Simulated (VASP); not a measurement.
# TiO2 (P2_1) in VASP: single point with PBE

Aim: the single point of TiO2 with PBE.

Everything below comes from runs of VASP 6.6.1. Logs are shortened: lines on timing, memory, paths and dates and some standing lists are left out, and cuts for length are marked.

### 1 The cell of the first run

The typed cell holds 12 atoms: a = 5.933 Å, b = 9.679 Å, c = 5.941 Å, α = 90.00°, β = 119.96°, γ = 90.00°.

### 2 Single point, PBE

INCAR

```
SYSTEM = TiO2
PREC = Accurate ; ENCUT = 600
EDIFF = 1E-6 ; ISMEAR = 0
SIGMA = 0.02 ; LREAL = .FALSE.
LASPH = .TRUE. ; NELM = 120
ALGO = Normal ; ISIF = 2
LWAVE = .FALSE. ; LCHARG = .TRUE.
GGA = PE ; LVHAR = .TRUE.
NBANDS = 60 ; GGA_COMPAT = .FALSE.
KPAR = 4
```

KPOINTS

```
Automatic mesh
0
G
  6 4 6
  0 0 0
```

POSCAR

```
TiO2
1.0
    5.9326173971      0.0000000000     -0.0275259036
    0.0000000000      9.6791585530      0.0000000000
   -2.9424715982      0.0000000000      5.1606325717
Ti O
4 8
Direct
    0.6631046591      0.9389486664      0.3329931557
    0.3368953409      0.4389486664      0.6670068443
    0.3300073234      0.0635513736      0.6667948428
    0.6699926766      0.5635513736      0.3332051572
    0.9954376874      0.0029142569      0.5000558411
    0.0045623126      0.5029142569      0.4999441589
    0.4956599731      0.0012040144     -0.0001368549
    0.5047577333      0.4996326100      0.5003335925
    0.3334705092      0.2512500787      0.6669371741
    0.5043400269      0.5012040144      1.0001368549
    0.4952422667      0.9996326100      0.4996664075
    0.6665294908      0.7512500787      0.3330628259
```

Potentials or basis: VASP PAW PBE potentials, release 64 (Ti_sv, O).

Launch:

```console
cat potpaw_PBE.64/Ti_sv/POTCAR potpaw_PBE.64/O/POTCAR > POTCAR
mpirun -np 4 vasp_std > vasp.out
```

OUTCAR:

```text
SYSTEM = TiO2
   PREC = Accurate
   ENCUT = 600
   EDIFF = 1E-6
   ISMEAR = 0
   LREAL = .FALSE.
   LASPH = .TRUE.
   NELM = 120
   ISIF = 2
   GGA = PE

 ion  position               nearest neighbor table
   1  0.663  0.939  0.333-  12 1.82   5 1.82  11 1.82   7 1.82
   2  0.337  0.439  0.667-   9 1.82   6 1.82   8 1.82  10 1.82
   3  0.330  0.064  0.667-   9 1.82  11 1.82   5 1.82   7 1.82
   4  0.670  0.564  0.333-  12 1.82   8 1.82   6 1.82  10 1.82
   5  0.995  0.003  0.500-   1 1.82   3 1.82
   6  0.005  0.503  0.500-   2 1.82   4 1.82
   7  0.496  0.001  1.000-   3 1.82   1 1.82
   8  0.505  0.500  0.500-   4 1.82   2 1.82
   9  0.333  0.251  0.667-   2 1.82   3 1.82
  10  0.504  0.501  0.000-   4 1.82   2 1.82
  11  0.495  1.000  0.500-   3 1.82   1 1.82
  12  0.667  0.751  0.333-   1 1.82   4 1.82

  LATTYP: Found a base centered orthorhombic cell.
 ALAT       =     5.9326812535
 B/A-ratio  =     1.7351091687
 C/A-ratio  =     1.6314981607

  Lattice vectors:

 A1 = (  -2.9901457989,   0.0000000000,  -5.1331066681)
 A2 = (  -2.9424715982,   0.0000000000,   5.1606325717)
 A3 = (   0.0000000000,   9.6791585530,   0.0000000000)

Analysis of symmetry for initial positions (statically):
=====================================================================
 Subroutine PRICEL returns:
 Original cell was already a primitive cell.

 Routine SETGRP: Setting up the symmetry group for a
 base centered orthorhombic supercell.

 Subroutine GETGRP returns: Found  2 space group operations
 (whereof  1 operations were pure point group operations)
 out of a pool of  8 trial point group operations.

The static configuration has the point symmetry C_1 .
 The point group associated with its full space group is C_2 .

Analysis of symmetry for dynamics (positions and initial velocities):
=====================================================================
 Subroutine PRICEL returns:
 Original cell was already a primitive cell.

 Routine SETGRP: Setting up the symmetry group for a
 base centered orthorhombic supercell.

 Subroutine GETGRP returns: Found  2 space group operations
 (whereof  1 operations were pure point group operations)
 out of a pool of  8 trial point group operations.

The dynamic configuration has the point symmetry C_1 .
 The point group associated with its full space group is C_2 .

 Subroutine INISYM returns: Found  2 space group operations
 (whereof  1 operations are pure point group operations),
 and found     1 'primitive' translations

----------------------------------------------------------------------------------------

                                     Primitive cell

  volume of cell :     295.5537

  direct lattice vectors                    reciprocal lattice vectors
     5.932617397  0.000000000 -0.027525904     0.169006769  0.000000000  0.096363694
     0.000000000  9.679158553  0.000000000     0.000000000  0.103314766  0.000000000
    -2.942471598  0.000000000  5.160632572     0.000901452  0.000000000  0.194288681

  length of vectors
     5.932681254  9.679158553  5.940561223     0.194548836  0.103314766  0.194290773

  position of ions in fractional coordinates (direct lattice)
     0.663104659  0.938948666  0.332993156
     0.336895341  0.438948666  0.667006844
     0.330007323  0.063551374  0.666794843
     0.669992677  0.563551374  0.333205157
     0.995437687  0.002914257  0.500055841
     0.004562313  0.502914257  0.499944159
     0.495659973  0.001204014  0.999863145
     0.504757733  0.499632610  0.500333592
     0.333470509  0.251250079  0.666937174
     0.504340027  0.501204014  0.000136855
     0.495242267  0.999632610  0.499666408
     0.666529491  0.751250079  0.333062826

  ion indices of the primitive-cell ions
   primitive index   ion index
                 1           1
                 2           2
                 3           3
                 4           4
                 5           5
                 6           6
                 7           7
                 8           8
                 9           9
                10          10
                11          11
                12          12

----------------------------------------------------------------------------------------

 KPOINTS: Automatic mesh

Automatic generation of k-mesh.
 Grid dimensions read from file:
 generate k-points for:    6    4    6

 Generating k-lattice:

  Cartesian coordinates                     Fractional coordinates (reciprocal lattice)
     0.028167795  0.000000000  0.016060616     0.166666667  0.000000000  0.000000000
     0.000000000  0.025828691  0.000000000     0.000000000  0.250000000  0.000000000
     0.000150242  0.000000000  0.032381447     0.000000000  0.000000000  0.166666667

  Length of vectors
     0.032424806  0.025828691  0.032381795

  Shift w.r.t. Gamma in fractional coordinates (k-lattice)
     0.000000000  0.000000000  0.000000000

 Subroutine IBZKPT returns following result:
 ===========================================

 Found     60 irreducible k-points:

 Following reciprocal coordinates:
            Coordinates               Weight
  0.000000  0.000000  0.000000      1.000000
  0.166667  0.000000  0.000000      2.000000
  0.166667  0.000000 -0.166667      2.000000
  0.333333  0.000000  0.000000      2.000000
  0.333333  0.000000 -0.333333      2.000000
  0.500000  0.000000  0.000000      1.000000
[... 16 lines left out ...]
  0.166667  0.000000  0.166667      2.000000
  0.166667  0.000000 -0.333333      2.000000
 [... further k-points ...]
   k-points           NKPTS =     60   k-points in BZ     NKDIM =     60   number of bands    NBANDS=     60
   number of dos      NEDOS =    301   number of ions     NIONS =     12
   total plane-waves  NPLWV = 184320
   dimension x,y,z NGX =    48 NGY =   80 NGZ =   48
   dimension x,y,z NGXF=    96 NGYF=  160 NGZF=   96
   ions per type =               4   8
   NGX,Y,Z   is equivalent  to a cutoff of  13.45, 13.74, 13.43 a.u.
   NGXF,Y,Z  is equivalent  to a cutoff of  26.90, 27.48, 26.87 a.u.
 SYSTEM =  TiO2
   PREC   = accura    normal or accurate (medium, high low for compatibility)
   ISTART =      0    job   : 0-new  1-cont  2-samecut
   ICHARG =      2    charge: 1-file 2-atom 10-const
   ISPIN  =      1    spin polarized calculation?
   LNONCOLLINEAR =      F non collinear calculations
   LSORBIT =      F    spin-orbit coupling
   LASPH  =      T    aspherical Exc in radial PAW
   ENCUT  =  600.0 eV  44.10 Ry    6.64 a.u.  11.85 19.33 11.86*2*pi/ulx,y,z
   NELM   =    120;   NELMIN=  2; NELMDL= -5     # of ELM steps
   EDIFF  = 0.1E-05   stopping-criterion for ELM
   LREAL  =      F    real-space projection
   EDIFFG = 0.1E-04   stopping-criterion for IOM
   NSW    =      0    number of steps for IOM
   IBRION =     -1    ionic relax: 0-MD 1-quasi-New 2-CG
   NFREE  =      0    steps in history (QN), initial steepest desc. (CG)
   ISIF   =      2    stress and relaxation
   ISYM   =      2    0-nonsym 1-usesym 2-fastsym
   POTIM  = 0.5000    time-step for ionic-motion
   TEBEG  =    0.0;   TEEND  =   0.0 temperature during run
   PSTRESS=    0.0 pullay stress
   NELECT =      96.0000    total number of electrons
   NUPDOWN=      -1.0000    fix difference up-down
   EMIN   =  10.00;   EMAX   =-10.00  energy-range for DOS
   EFERMI =   0.00;   METHOD = LEGACY
   ISMEAR =     0;   SIGMA  =   0.02  broadening in eV -4-tet -1-fermi 0-gaus
   EFERMI_NEDOS =   21; number of points for ismear=-14 and -15
   IALGO  =     38    algorithm
   IMIX   =      4    mixing-type and parameters
     AMIX     =   0.40;   BMIX     =  1.00
     AMIX_MAG =   1.60;   BMIX_MAG =  1.00
  volume/ion in A,a.u.               =      24.63       166.21
  Fermi-wavevector in a.u.,A,eV,Ry     =   1.125347  2.126597 17.230496  1.266406
  Thomas-Fermi vector in A             =   2.262023
   LORBIT       =      0    0 simple, 1 ext, 2 COOP (PROOUT), +10 PAW based schemes
   GGA     = PE    functional components
   LHFCALC =     F    Hartree Fock is set to
   AEXX    =    0.0000 exact exchange contribution
   IVDW    =     0    specifies the selected vdW correction
   LEPSILON=     F    determine dielectric tensor
   LRPA    =     F    only Hartree local field effects (RPA)
 non-spin polarized calculation
 Gauss-broadening in eV      SIGMA  =   0.02
  energy-cutoff  :      600.00
  volume of cell :      295.55
 maximum number of plane-waves:      9893
   NGX = 23   NGY = 39   NGZ = 23

 number of electron      96.0000004 magnetization

 Free energy of the ion-electron system (eV)
  ---------------------------------------------------
  ext. energy  EPLUGINS =         0.00000000
  ---------------------------------------------------
  free energy    TOTEN  =      -107.44723761 eV

  energy without entropy =     -107.44723761  energy(sigma->0) =     -107.44723761

 E-fermi :  -2.3478     XC(G=0):  -6.5109

 val. band max:       -2.5085486404   @ k =   0.0000   0.0000   0.0000
 cond. band min:       0.7535515921   @ k =   0.0000   0.0000   0.0000
 fundamental gap:      3.2621002326
 Fermi energy:        -2.3477801286

 k-point     1 :       0.0000    0.0000    0.0000
  band No.  band energies     occupation
      1     -57.9729      2.00000
      2     -57.9707      2.00000
      3     -57.9664      2.00000
      4     -57.9642      2.00000
      5     -34.3711      2.00000
      6     -34.3705      2.00000
[... 52 lines left out ...]
     59       2.8401      0.00000
     60       2.8436      0.00000

 k-point     2 :       0.1667    0.0000    0.0000
  band No.  band energies     occupation
      1     -57.9725      2.00000
      2     -57.9703      2.00000
      3     -57.9668      2.00000
      4     -57.9646      2.00000
      5     -34.3731      2.00000
      6     -34.3715      2.00000
[... 1383 lines left out ...]
      4     -57.9653      2.00000
      5     -34.3744      2.00000
      6     -34.3732      2.00000
[... 52 lines left out ...]
     59       2.9382      0.00000
     60       3.2387      0.00000

 [... further k-points ...]

------------------------ aborting loop because EDIFF is reached ----------------------------------------

  FORCE on cell =-STRESS in cart. coord.  units (eV):
  Direction    XX          YY          ZZ          XY          YZ          ZX
  --------------------------------------------------------------------------------------
  -------------------------------------------------------------------------------------
  Total        0.4919338      0.4698724      0.3890403      0.0000000      0.0000000     -0.0007842
  in kB        2.6667410      2.5471476      2.1089618      0.0000000      0.0000000     -0.0042514
  external PRESSURE =       2.4409501 kB  Pullay stress =       0.0000000 kB

 VOLUME and BASIS-vectors are now :
 -----------------------------------------------------------------------------
  energy-cutoff  :      600.00
  volume of cell :      295.55
      direct lattice vectors                 reciprocal lattice vectors
     5.932617397  0.000000000 -0.027525904     0.169006769  0.000000000  0.096363694
     0.000000000  9.679158553  0.000000000     0.000000000  0.103314766  0.000000000
    -2.942471598  0.000000000  5.160632572     0.000901452  0.000000000  0.194288681

 POSITION                                       TOTAL-FORCE (eV/Angst)
 -----------------------------------------------------------------------------------
      2.95412      9.08823      1.70020         0.000839      0.000712      0.000264
      0.03602      4.24865      3.43290        -0.000839      0.000712     -0.000264
     -0.00422      0.61512      3.43200         0.001197     -0.001255     -0.000148
      2.99436      5.45470      1.70111        -0.001197     -0.001255      0.000148
      4.43415      0.02821      2.55320        -0.000489      0.000947     -0.000382
     -1.44401      4.86779      2.57990         0.000489      0.000947      0.000382
     -0.00151      0.01165      5.14628         0.000125      0.000212     -0.000126
      1.52232      4.83602      2.56814         0.000670     -0.000746     -0.000516
      0.01591      2.43189      3.43264        -0.000008      0.000128     -0.000128
      2.99165      4.85123     -0.01318        -0.000125      0.000212      0.000126
      1.46783      9.67560      2.56496        -0.000670     -0.000746      0.000516
      2.97424      7.27147      1.70047         0.000008      0.000128      0.000128
 -----------------------------------------------------------------------------------
    total drift:                               -0.000002     -0.000878      0.000003

  FREE ENERGIE OF THE ION-ELECTRON SYSTEM (eV)
  ---------------------------------------------------
  free  energy   TOTEN  =      -107.4472376113 eV

  energy  without entropy=     -107.4472376113  energy(sigma->0) =     -107.44723761
```

Wall time 6.7 min (4 MPI ranks of Intel Xeon Platinum 8488C (Sapphire Rapids), shared host); peak memory 1.1 GiB.

What came out:

* Free energy: -107.4472 eV
* Pressure: 0.2 GPa
* Band gap on the k mesh: 3.26 eV

Levels at points of the mesh, in eV from the valence-band top:
```tsv
k point	band 45	band 46	band 47	band 48	band 49	band 50	band 51	band 52
(0.00, 0.00, 0.00)	-0.01	-0.01	0.00	0.00	3.26	3.26	3.64	3.65
(0.50, 0.00, 0.00)	-0.66	-0.44	-0.37	0.00	3.67	3.87	3.91	4.22
(0.50, 0.00, 0.50)	-0.66	-0.44	-0.37	0.00	3.67	3.87	3.91	4.22
(0.00, 0.50, 0.00)	-0.35	-0.35	0.00	0.00	3.52	3.52	3.52	3.52
(0.50, 0.50, 0.00)	-0.52	-0.52	-0.25	-0.25	3.80	3.80	4.19	4.19
(0.50, 0.50, 0.50)	-0.52	-0.52	-0.25	-0.25	3.80	3.80	4.19	4.19
(0.00, 0.00, 0.50)	-0.65	-0.44	-0.36	0.00	3.67	3.87	3.91	4.23
(0.00, 0.50, 0.50)	-0.52	-0.52	-0.25	-0.25	3.80	3.80	4.18	4.18
```

A k mesh can miss the band edges.
